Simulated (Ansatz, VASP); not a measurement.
**One calculation of La3N, two programs**

The input INCAR:

```
SYSTEM = La3N
  ALGO = Normal
  EDIFF = 1E-6
  EDIFFG = -0.01
  ENCUT = 600
  GGA = PE
  IBRION = 2
  ISIF = 3
  ISMEAR = 0
  LASPH = .TRUE.
  LCHARG = .FALSE.
  LREAL = .FALSE.
  LWAVE = .FALSE.
  NELM = 80
  NSW = 100
  PREC = Accurate
  SIGMA = 0.1
```

Contents of KPOINTS:

```
k-points
0
G
  12 12 10
  0 0 0
```

POSCAR

```
La3N
1.0
    5.1139800503      0.0000000000      0.0000000000
   -2.5569900251      4.4288366380      0.0000000000
    0.0000000000      0.0000000000      4.9037890284
La N
3 1
Direct
    0.3333333333      0.6666666667      0.5000000000
    0.6666666667      0.3333333333      0.5000000000
    0.0000000000      0.0000000000      0.0000000000
    0.0000000000      0.0000000000      0.5000000000
```

Input for Ansatz:

```yaml
crystal:
  lattice:
    - [5.1139800503, 0.0, 0.0]
    - [-2.5569900251, 4.428836638, 0.0]
    - [0.0, 0.0, 4.9037890284]
  atoms:
    - { symbol: La, position: [0.3333333333, 0.6666666667, 0.5] }
    - { symbol: La, position: [0.6666666667, 0.3333333333, 0.5] }
    - { symbol: La, position: [0.0, 0.0, 0.0] }
    - { symbol: "N", position: [0.0, 0.0, 0.5] }
basis:
  ecutwfc: 420
kpoints:
  mp_grid: { grid: [12, 12, 10] }
hamiltonian:
  xc: pbe
scf:
  occupations: { method: gaussian, width: 0.1 }
output:
  forces: true
  stress: true
  eigenvalues: true
  write_density: true
  write_potential: true
  elf: true
  volumetric_format: npy
relax:
  adjacent_minimum: "off"
  f_tol: 0.01
  max_steps: 80
  cell: { stress_tol: 0.05 }
```

Alike in both runs: task relaxation of cell and atoms; functional PBE; k mesh 12 × 12 × 10; occupations gaussian, width 0.1 eV; no spin polarisation.

|  | VASP | Ansatz |
| --- | --- | --- |
| version | VASP 6.6.1 | Ansatz 0.2.0 |
| potentials or method | VASP PAW PBE potentials, release 64 (La, N), cutoff 600 eV | scalar-relativistic, plane waves, PAW |
| valence electrons in the cell | 38 | 38 |

```tsv
	VASP	Ansatz	Ansatz less VASP
gap on the k mesh at the Fermi level, each at its own relaxed structure (eV)	none	none	-
relaxed volume (Å³/atom)	27.50	27.55	+0.052
relaxed length of the cell vector where the two differ most in proportion (Å)	5.083	5.086	+0.0035
```

A gap of «none» marks a metal or a gap that the smearing closes.

Neither program's run includes spin-orbit coupling.
